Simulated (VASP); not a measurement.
A run of VASP 6.6.1:

The input INCAR:

```
SYSTEM = SnO2
  ALGO = Normal
  EDIFF = 1E-6
  ENCUT = 520
  GGA = PE
  ISIF = 2
  ISMEAR = 0
  LASPH = .True.
  LCHARG = .False.
  LREAL = .False.
  LWAVE = .False.
  NBANDS = 35
  NELM = 80
  PREC = Accurate
  SIGMA = 0.02
```

KPOINTS

```
k-points
0
Gamma
  6 6 8
  0 0 0
```

Contents of POSCAR:

```
SnO2
1.0
    4.8452923145      0.0000000000      0.0000000000
    0.0000000000      4.8452923145      0.0000000000
    0.0000000000      0.0000000000      3.1895799660
Sn O
2 4
Direct
    0.5000000000      0.5000000000      0.5000000000
    0.0000000000      0.0000000000      0.0000000000
    0.1934234765      0.8065765235      0.5000000000
    0.8065765235      0.1934234765      0.5000000000
    0.3065765235      0.3065765235      0.0000000000
    0.6934234765      0.6934234765      0.0000000000
```

Potentials or basis: VASP PAW PBE potentials, release 64 (Sn_d, O).

Run with:

```bash
$ cat potpaw_PBE.64/Sn_d/POTCAR potpaw_PBE.64/O/POTCAR > POTCAR
$ mpirun -np 1 vasp_std > vasp.out
```

Hardware: 1 thread of AMD EPYC 9R45 96-Core Processor (Zen 5) (shared host).

Problem. Estimate the wall time of this run.

Solution. It took 62 s on 1 thread of AMD EPYC 9R45 96-Core Processor (Zen 5), with other jobs on the host, peak memory 0.21 GiB. Counts: scf iterations 14, k points 50.
